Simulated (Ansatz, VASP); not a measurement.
# Tl in VASP and in Ansatz

Contents of POSCAR:

```
Tl
1.0
   -4.0915175433      4.0457569113      1.6488506401
    4.0457569113     -4.0915175433      1.6488506401
    2.2689338764      2.2689338764     -1.7326613214
Tl
2
Direct
    0.9989502929      0.0010497071      0.0000000000
    0.7510497071      0.2489502929      0.5000000000
```

Contents of INCAR.step1:

```
SYSTEM = Tl
  PREC = Accurate
  ENCUT = 520
  ISMEAR = -1
  SIGMA = 0.1
  LREAL = .False.
  LASPH = .True.
  NELM = 100
  NBANDS = 20
  GGA = PE
  ALGO = Normal
  EDIFF = 1E-4
  LWAVE = .True.
  LCHARG = .False.
```

The input INCAR.step2:

```
SYSTEM = Tl
  PREC = Accurate
  ENCUT = 520
  EDIFF = 1E-6
  ISMEAR = -1
  SIGMA = 0.1
  LREAL = .False.
  LASPH = .True.
  NELM = 100
  ALGO = Normal
  ISIF = 2
  LWAVE = .False.
  LCHARG = .False.
  METAGGA = R2SCAN
  LMIXTAU = .True.
  NBANDS = 20
  ISTART = 1
```

KPOINTS

```
Automatic mesh
0
Gamma
  13 13 11
  0 0 0
```

Input for Ansatz:

```yaml
crystal:
  lattice:
    - [-4.0915175433, 4.0457569113, 1.6488506401]
    - [4.0457569113, -4.0915175433, 1.6488506401]
    - [2.2689338764, 2.2689338764, -1.7326613214]
  atoms:
    - { symbol: Tl, position: [0.9989502929, 0.0010497071, 0.0] }
    - { symbol: Tl, position: [0.7510497071, 0.2489502929, 0.5] }
hamiltonian:
  xc: r2scan
  pseudopotentials:
    kind: paw
    azcp:
      Tl: "pseudopotentials/Tl.paw.azcp"
basis:
  ecutwfc: 500
  fft_grid_basis: typed
kpoints:
  mp_grid: { grid: [13, 13, 11], shift: [0, 0, 0] }
magnetization:
  spin_polarized: false
scf:
  occupations: { method: fermi_dirac, width: 0.1 }
  lower_state_search: "off"
output:
  stress: true
  write_density: true
  write_potential: true
  elf: true
  volumetric_format: npy
```

Alike in both runs: task single point; functional r2SCAN; k mesh 13 × 13 × 11; occupations fermi-dirac, width 0.1 eV; no spin polarisation.

```csv
,VASP,Ansatz
version,VASP 6.6.1,Ansatz 0.2.0
potentials or method,"VASP PAW PBE potentials, release 64 (Tl_d), cutoff 520 eV","plane waves (500 eV) with PAW, scalar-relativistic"
valence electrons in the cell,26,26
```

```csv
,VASP,Ansatz,Ansatz less VASP
pressure (GPa),0.0,0.0,+0.05
"traceless stress, the component that is largest in VASP (GPa)",0.34,0.34,-0.004
```

VASP's potentials were made for PBE, not for r2SCAN. The functional is the same, so the differences come from potentials, cutoffs and numerics.

Neither program's run includes spin-orbit coupling.
